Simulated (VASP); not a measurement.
# Si (a cell with a defect) in VASP: relaxation of the atoms with PBEsol

Aim: the relaxation of the atoms of Si (a cell with a defect) with PBEsol.

Everything below comes from runs of VASP 6.6.1. Logs are shortened: lines on timing, memory, paths and dates and some standing lists are left out, and cuts for length are marked.

## (1) The cell of the first run

The cell holds a defect, 17 atoms: a = 7.679 Å, b = 7.679 Å, c = 7.679 Å, α = 60.00°, β = 60.00°, γ = 60.00°.

## (2) Relaxation of the atoms, PBEsol

Contents of INCAR:

```
PREC     = Accurate       # precision mode
ENCUT    = 520            # plane-wave cutoff, eV
EDIFF    = 1E-7           # SCF threshold, eV
ISMEAR   = -1             # smearing method
SIGMA    = 0.05           # smearing width, eV
LREAL    = Auto         
LASPH    = True           # aspherical terms in the spheres
NELM     = 80             # most SCF steps
ALGO     = Normal         # electronic algorithm
ISIF     = 2              # what is computed and relaxed
LWAVE    = False          # write WAVECAR
LCHARG   = False          # write CHGCAR
GGA      = PS             # functional
IBRION   = 2              # ionic algorithm
NSW      = 45             # ionic steps
EDIFFG   = -0.08          # ionic threshold
```

Contents of KPOINTS:

```
regular mesh
0
Gamma
  2 2 2
```

Contents of POSCAR:

```
Si
1.0
    0.0000000000      5.4300000000      5.4300000000
    5.4300000000      0.0000000000      5.4300000000
    5.4300000000      5.4300000000      0.0000000000
Si
17
Direct
    0.0000000000      0.0000000000      0.0000000000
    0.1250000000      0.1250000000      0.1250000000
    0.0000000000      0.0000000000      0.5000000000
    0.1250000000      0.1250000000      0.6250000000
    0.0000000000      0.5000000000      0.0000000000
    0.1250000000      0.6250000000      0.1250000000
    0.0000000000      0.5000000000      0.5000000000
    0.1250000000      0.6250000000      0.6250000000
    0.5000000000      0.0000000000      0.0000000000
    0.6250000000      0.1250000000      0.1250000000
    0.5000000000      0.0000000000      0.5000000000
    0.6250000000      0.1250000000      0.6250000000
    0.5000000000      0.5000000000      0.0000000000
    0.6250000000      0.6250000000      0.1250000000
    0.5000000000      0.5000000000      0.5000000000
    0.6250000000      0.6250000000      0.6250000000
    0.0616096000      0.3151095000      0.8143757000
```

Potentials or basis: VASP PAW PBE potentials, release 64 (Si).

Launch:

```
$ cat potpaw_PBE.64/Si/POTCAR > POTCAR
$ mpirun -np 1 vasp_std > vasp.out
```

OUTCAR:

```text
PREC = Accurate
   ENCUT = 520
   EDIFF = 1E-7
   ISMEAR = -1
   LREAL = Auto
   LASPH = True
   NELM = 80
   ISIF = 2
   GGA = PS
   IBRION = 2
   NSW = 45
   EDIFFG = -0.08

 ion  position               nearest neighbor table
   1  0.000  0.000  0.000-  17 2.27   4 2.35   6 2.35  10 2.35   2 2.35
   2  0.125  0.125  0.125-  17 2.24   3 2.35   5 2.35   9 2.35   1 2.35
   3  0.000  0.000  0.500-   2 2.35   4 2.35   8 2.35  12 2.35
   4  0.125  0.125  0.625-  17 2.28   3 2.35   7 2.35  11 2.35   1 2.35
   5  0.000  0.500  0.000-  17 2.22   6 2.35   8 2.35  14 2.35   2 2.35
   6  0.125  0.625  0.125-   1 2.35   5 2.35   7 2.35  13 2.35
   7  0.000  0.500  0.500-  17 2.26   6 2.35   8 2.35  16 2.35   4 2.35
   8  0.125  0.625  0.625-  17 2.24   5 2.35   7 2.35  15 2.35   3 2.35
   9  0.500  0.000  0.000-   2 2.35  10 2.35  12 2.35  14 2.35
  10  0.625  0.125  0.125-   1 2.35   9 2.35  11 2.35  13 2.35
  11  0.500  0.000  0.500-   4 2.35  10 2.35  12 2.35  16 2.35
  12  0.625  0.125  0.625-   3 2.35   9 2.35  11 2.35  15 2.35
  13  0.500  0.500  0.000-   6 2.35  10 2.35  14 2.35  16 2.35
  14  0.625  0.625  0.125-   5 2.35   9 2.35  13 2.35  15 2.35
  15  0.500  0.500  0.500-   8 2.35  12 2.35  14 2.35  16 2.35
  16  0.625  0.625  0.625-   7 2.35  11 2.35  13 2.35  15 2.35
  17  0.062  0.315  0.814-   5 2.22   8 2.24   2 2.24   7 2.26   1 2.27   4 2.28

  LATTYP: Found a face centered cubic cell.
 ALAT       =    10.8600000000

  Lattice vectors:

 A1 = (   0.0000000000,   5.4300000000,   5.4300000000)
 A2 = (   5.4300000000,   0.0000000000,   5.4300000000)
 A3 = (   5.4300000000,   5.4300000000,   0.0000000000)

Analysis of symmetry for initial positions (statically):
=====================================================================
 Subroutine PRICEL returns:
 Original cell was already a primitive cell.

 Routine SETGRP: Setting up the symmetry group for a
 face centered cubic supercell.

 Subroutine GETGRP returns: Found  1 space group operations
 (whereof  1 operations were pure point group operations)
 out of a pool of 48 trial point group operations.

The static configuration has the point symmetry C_1 .

Analysis of symmetry for dynamics (positions and initial velocities):
=====================================================================
 Subroutine PRICEL returns:
 Original cell was already a primitive cell.

 Routine SETGRP: Setting up the symmetry group for a
 face centered cubic supercell.

 Subroutine GETGRP returns: Found  1 space group operations
 (whereof  1 operations were pure point group operations)
 out of a pool of 48 trial point group operations.

The dynamic configuration has the point symmetry C_1 .
[... 116 lines left out ...]
   IBRION =      2    ionic relax: 0-MD 1-quasi-New 2-CG
   NFREE  =      1    steps in history (QN), initial steepest desc. (CG)
   ISIF   =      2    stress and relaxation
   ISYM   =      2    0-nonsym 1-usesym 2-fastsym
   POTIM  = 0.5000    time-step for ionic-motion
   TEBEG  =    0.0;   TEEND  =   0.0 temperature during run
   PSTRESS=    0.0 pullay stress
   NELECT =      68.0000    total number of electrons
   NUPDOWN=      -1.0000    fix difference up-down
   EMIN   =  10.00;   EMAX   =-10.00  energy-range for DOS
   EFERMI =   0.00;   METHOD = LEGACY
   ISMEAR =    -1;   SIGMA  =   0.05  broadening in eV -4-tet -1-fermi 0-gaus
   EFERMI_NEDOS =   21; number of points for ismear=-14 and -15
   IALGO  =     38    algorithm
   IMIX   =      4    mixing-type and parameters
     AMIX     =   0.40;   BMIX     =  1.00
     AMIX_MAG =   1.60;   BMIX_MAG =  1.00
  volume/ion in A,a.u.               =      18.84       127.11
  Fermi-wavevector in a.u.,A,eV,Ry     =   0.976715  1.845724 12.979587  0.953973
  Thomas-Fermi vector in A             =   2.107356
   LORBIT       =      0    0 simple, 1 ext, 2 COOP (PROOUT), +10 PAW based schemes
   GGA     = PS    functional components
   LHFCALC =     F    Hartree Fock is set to
   AEXX    =    0.0000 exact exchange contribution
   IVDW    =     0    specifies the selected vdW correction
   LEPSILON=     F    determine dielectric tensor
   LRPA    =     F    only Hartree local field effects (RPA)
 conjugate gradient relaxation of ions
 non-spin polarized calculation
  energy-cutoff  :      520.00
  volume of cell :      320.21
 maximum number of plane-waves:      8646
 NGX is ok and might be reduce to    60
   NGX = 29   NGY = 29   NGZ = 29

--------------------------------------- Ionic step        1  -------------------------------------------

 number of electron      68.0000003 magnetization

 Free energy of the ion-electron system (eV)
  ---------------------------------------------------
  ext. energy  EPLUGINS =         0.00000000
  ---------------------------------------------------
  free energy    TOTEN  =       -92.66668402 eV

  energy without entropy =      -92.63158401  energy(sigma->0) =      -92.64913402

------------------------ aborting loop because EDIFF is reached ----------------------------------------

  FORCE on cell =-STRESS in cart. coord.  units (eV):
  Direction    XX          YY          ZZ          XY          YZ          ZX
  --------------------------------------------------------------------------------------
  -------------------------------------------------------------------------------------
  Total       11.3864427     11.3595091     11.3657540      4.2336383     -4.2274144      4.2335094
  in kB       56.9730099     56.8382452     56.8694924     21.1833602    -21.1522183     21.1827150
  external PRESSURE =      56.8935825 kB  Pullay stress =       0.0000000 kB
[... 134 lines left out ...]
  FREE ENERGIE OF THE ION-ELECTRON SYSTEM (eV)
  ---------------------------------------------------
  free  energy   TOTEN  =       -93.3523944341 eV

  energy  without entropy=      -93.3250893885  energy(sigma->0) =      -93.33874191

[... ionic steps 4 to 13 ...]

--------------------------------------- Ionic step       14  -------------------------------------------

 number of electron      68.0000000 magnetization

------------------------ aborting loop because EDIFF is reached ----------------------------------------
[... 97 lines left out ...]
--------------------------------------- Ionic step       16  -------------------------------------------

 number of electron      68.0000000 magnetization

 Free energy of the ion-electron system (eV)
  ---------------------------------------------------
  ext. energy  EPLUGINS =         0.00000000
  ---------------------------------------------------
  free energy    TOTEN  =       -93.64258445 eV

  energy without entropy =      -93.61095962  energy(sigma->0) =      -93.62677203

 E-fermi :   6.5496     XC(G=0):  -9.8271

 val. band max:        6.5074822989   @ k =   0.5000   0.0000   0.0000
 cond. band min:       6.6073819709   @ k =   0.0000   0.0000   0.0000
 fundamental gap:      0.0998996720
 Fermi energy:         6.5496310387

 k-point     1 :       0.0000    0.0000    0.0000
  band No.  band energies     occupation
      1      -6.2750      2.00000
      2      -3.9051      2.00000
      3      -3.6753      2.00000
      4      -3.6751      2.00000
      5      -3.4146      2.00000
      6      -2.5802      2.00000
[... 401 lines left out ...]
  FREE ENERGIE OF THE ION-ELECTRON SYSTEM (eV)
  ---------------------------------------------------
  free  energy   TOTEN  =       -93.6425844503 eV

  energy  without entropy=      -93.6109596167  energy(sigma->0) =      -93.62677203

 reached required accuracy - stopping structural energy minimisation
```

OSZICAR:

```text
N       E                     dE             d eps       ncg     rms          rms(c)
DAV:   1     0.183605525221E+03    0.18361E+03   -0.26816E+04   688   0.132E+03
DAV:   2    -0.769240387897E+02   -0.26053E+03   -0.25100E+03   819   0.189E+02
DAV:   3    -0.945827455077E+02   -0.17659E+02   -0.17282E+02   872   0.429E+01
[... 150 lines left out ...]
DAV:   2    -0.936427291970E+02   -0.88460E-03   -0.11252E-02   861   0.432E-01    0.863E-02
DAV:   3    -0.936426098840E+02    0.11931E-03   -0.32497E-04   821   0.786E-02    0.487E-02
DAV:   4    -0.936425843840E+02    0.25500E-04   -0.13431E-04   789   0.399E-02    0.132E-02
DAV:   5    -0.936425844981E+02   -0.11416E-06   -0.15640E-05   805   0.152E-02    0.768E-03
DAV:   6    -0.936425844503E+02    0.47807E-07   -0.91210E-07   816   0.365E-03
  16 F= -.93642584E+02 E0= -.93626772E+02  d E =-.808947E-02
```

Wall time 16 min (1 thread of Intel Xeon 6975P-C (Granite Rapids), shared host); peak memory 0.53 GiB.

What came out:

| Quantity | Value |
| --- | --- |
| Free energy | -93.6426 eV |
| Energy gained by relaxing | 57.4 meV/atom |
| Ionic steps | 16 |
| Pressure after relaxing | 2.5 GPa |
| Largest force after relaxing | 0.046 eV/Å |
| Band gap on the k mesh | 0.10 eV |

Forces in eV/Å, atoms in the order of the input:
```
Si   0.000 -0.014 -0.012
Si  -0.013  0.020 -0.010
Si   0.015 -0.004 -0.003
Si  -0.009  0.008  0.005
Si   0.023  0.000 -0.004
Si  -0.005  0.014  0.015
Si  -0.004 -0.014 -0.014
Si  -0.011 -0.009  0.022
Si  -0.002 -0.018  0.021
Si  -0.003  0.020 -0.002
Si  -0.017 -0.020 -0.018
Si   0.013  0.027  0.033
Si   0.045 -0.007 -0.002
Si  -0.036 -0.022 -0.019
Si  -0.007  0.025 -0.023
Si   0.002  0.001  0.017
Si   0.009 -0.006 -0.006
```

The path:
| step | energy change (eV) | largest force (eV/Å) | pressure (GPa) |
| --- | --- | --- | --- |
| 1 | 0.0000 | 2.4136 | 5.69 |
| 2 | -0.6856 | 0.6944 | 4.42 |
| 3 | -0.6857 | 0.6974 | 4.41 |
| 4 | -0.7559 | 0.4087 | 4.28 |
| 5 | -0.7663 | 0.3998 | 4.21 |
| 6 | -0.7953 | 0.2110 | 4.14 |
| 7 | -0.8008 | 0.3099 | 4.10 |
| 8 | -0.8279 | 0.2659 | 4.03 |
| 9 | -0.8877 | 0.2779 | 3.80 |
| 10 | -0.9162 | 0.5154 | 3.25 |
| 11 | -0.9302 | 0.4713 | 3.13 |
| 12 | -0.9588 | 0.3271 | 2.77 |
| 13 | -0.9582 | 0.1711 | 2.00 |
| 14 | -0.9678 | 0.1847 | 2.39 |
| 15 | -0.9721 | 0.1285 | 2.42 |
| 16 | -0.9759 | 0.0462 | 2.48 |

Final structure:
```yaml
crystal:
  lattice:
    - [0.00000, 5.43000, 5.43000]
    - [5.43000, 0.00000, 5.43000]
    - [5.43000, 5.43000, 0.00000]
  atoms:
    - { symbol: Si, position: [0.00922, 0.97143, 0.01008] }
    - { symbol: Si, position: [0.11522, 0.11646, 0.15298] }
    - { symbol: Si, position: [0.93795, 0.02073, 0.52070] }
    - { symbol: Si, position: [0.11560, 0.11580, 0.61569] }
    - { symbol: Si, position: [0.00957, 0.50969, 0.00954] }
    - { symbol: Si, position: [0.18805, 0.60406, 0.10405] }
    - { symbol: Si, position: [0.00930, 0.51014, 0.47144] }
    - { symbol: Si, position: [0.11520, 0.65301, 0.61641] }
    - { symbol: Si, position: [0.48764, 0.99819, 0.01598] }
    - { symbol: Si, position: [0.63657, 0.10944, 0.12700] }
    - { symbol: Si, position: [0.48817, 0.99841, 0.49842] }
    - { symbol: Si, position: [0.55813, 0.14739, 0.64738] }
    - { symbol: Si, position: [0.56839, 0.47730, 0.97724] }
    - { symbol: Si, position: [0.63707, 0.62724, 0.12723] }
    - { symbol: Si, position: [0.48759, 0.51609, 0.49816] }
    - { symbol: Si, position: [0.63668, 0.62702, 0.60930] }
    - { symbol: Si, position: [0.06125, 0.31271, 0.81279] }
```

Caveat: the k points lie up to 0.50 Å⁻¹ apart; semilocal functionals underestimate gaps, and a narrow one can read as zero; the PAW data sets were made with another functional, which shifts forces and pressure a little; the relaxation stopped at a loose force limit of 0.08 eV/Å, so its end isn't a converged minimum.
